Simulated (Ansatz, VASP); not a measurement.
**One calculation of P, two programs**

Contents of INCAR:

```
ALGO     = Normal         # electronic algorithm
EDIFF    = 1E-7           # SCF threshold, eV
ENCUT    = 520            # plane-wave cutoff, eV
GGA      = PS             # functional
ISIF     = 2              # what is computed and relaxed
ISMEAR   = -1             # smearing method
LASPH    = T              # aspherical terms in the spheres
LCHARG   = F              # write CHGCAR
LREAL    = F              # projectors in reciprocal space
LWAVE    = F              # write WAVECAR
NBANDS   = 18             # bands
NELM     = 60             # most SCF steps
PREC     = Accurate       # precision mode
SIGMA    = 0.05           # smearing width, eV
```

KPOINTS

```
k-points
0
Gamma
  8 1 6
```

The input POSCAR:

```
P
1.0
    3.3481308887      0.0000000000      0.0000000000
    0.0000000000     35.5406757490      0.0000000000
    0.0000000000      0.0000000000      4.7229329649
P
4
Direct
    0.5000000000      0.9702614300      0.9078492800
    0.5000000000      0.0297385700      0.0921507200
    0.0000000000      0.0297385700      0.4078492800
    0.0000000000      0.9702614300      0.5921507200
```

Contents of input.yaml:

```yaml
crystal:
  lattice:
    - [3.3481308887, 0.0, 0.0]
    - [0.0, 35.540675749, 0.0]
    - [0.0, 0.0, 4.7229329649]
  atoms:
    - { symbol: P, position: [0.5, 0.97026143, 0.90784928] }
    - { symbol: P, position: [0.5, 0.02973857, 0.09215072] }
    - { symbol: P, position: [0.0, 0.02973857, 0.40784928] }
    - { symbol: P, position: [0.0, 0.97026143, 0.59215072] }
kpoints:
  mp_grid: { grid: [8, 1, 6] }
scf:
  occupations: { method: fermi_dirac, width: 0.05 }
hamiltonian:
  xc: pbesol
  pseudopotentials: { kind: all_electron, lapw: { basis_error: 0.001 } }
output:
  forces: true
  stress: true
  eigenvalues: true
```

Change from the starting cell: volume scaled by 1.06.

Alike in both runs: task single point; functional PBEsol; k mesh 8 × 1 × 6; occupations fermi-dirac, width 0.05 eV; no spin polarisation.

|  | VASP | Ansatz |
| --- | --- | --- |
| version | VASP 6.6.1 | Ansatz 0.2.0 |
| potentials or method | VASP PAW PBE potentials, release 64 (P), cutoff 520 eV | all-electron LAPW, scalar-relativistic |

|  | VASP | Ansatz | Ansatz less VASP |
| --- | --- | --- | --- |
| gap on the k mesh at the Fermi level (eV) | 0.93 | 0.92 | -0.011 |
| least direct gap on the mesh (eV) | 0.93 | 0.92 | -0.011 |
| rms of the force components (eV/Å) | 0.185 | 0.177 | -0.0076 |

VASP's potentials were made for PBE, not for PBEsol. Atom by atom the forces differ by 0.009 eV/Å (rms over components). Ansatz ran all-electron here, and VASP with PAW potentials.
